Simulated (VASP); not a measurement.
Set up this calculation in VASP 6.6.1, as the native input.

| Item | Value |
| --- | --- |
| Task | single point |
| Functional | PBE |
| Potentials or basis | VASP PAW PBE potentials, release 64 (Pt) |
| Cutoff | 520 eV |
| k mesh | 13 × 13 × 13 |
| Occupations | fermi-dirac, width 0.05 eV |
| Spin | collinear spin, ferromagnetic start |
| Starting moments | [1.0] μB |
| Dipole correction | no |
| Further INCAR settings | ALGO = Normal; EDIFF = 1e-07; NBANDS = 15 |

The structure of Pt lies in POSCAR:

```
Pt
1.0
    2.5151125156      0.0000000000      0.0000000000
    0.0000000000      2.5151125156      0.0000000000
    0.0000000000      0.0000000000      2.5151125156
Pt
1
Direct
    0.0000000000      0.0000000000      0.0000000000
```

This cell differs from its parent crystal: volume scaled by 0.88.

These files were run (other wordings do the same):

INCAR

```
SYSTEM = Pt
  PREC = Accurate
  ENCUT = 520
  EDIFF = 1E-7
  ISMEAR = -1
  SIGMA = 0.05
  LREAL = .FALSE.
  LASPH = .TRUE.
  NELM = 150
  ALGO = Normal
  ISIF = 2
  LWAVE = .FALSE.
  LCHARG = .FALSE.
  ISPIN = 2
  MAGMOM = 1
  LORBIT = 11
  LMAXMIX = 4
  GGA = PE
  NBANDS = 15
```

KPOINTS

```
Automatic mesh
0
G
  13 13 13
  0 0 0
```

Potentials or basis: VASP PAW PBE potentials, release 64 (Pt).

Run with:

```console
$ cat potpaw_PBE.64/Pt/POTCAR > POTCAR
$ mpirun -np 1 vasp_std > vasp.out
```

It gave:

```
Pressure                                              : 32.5 GPa
Band gap on the k mesh                                : zero (filled and empty bands overlap)
Net moment                                            : 0.00 μB per cell
Valence electrons inside the program's atomic spheres : Pt 9.52
```

Caveat: spin-orbit coupling is left out, which moves the levels of the heavy elements.

Wall time 25 s on 1 thread of Intel(R) Xeon(R) Platinum 8488C (Sapphire Rapids), with other jobs on the host, peak memory 0.15 GiB.
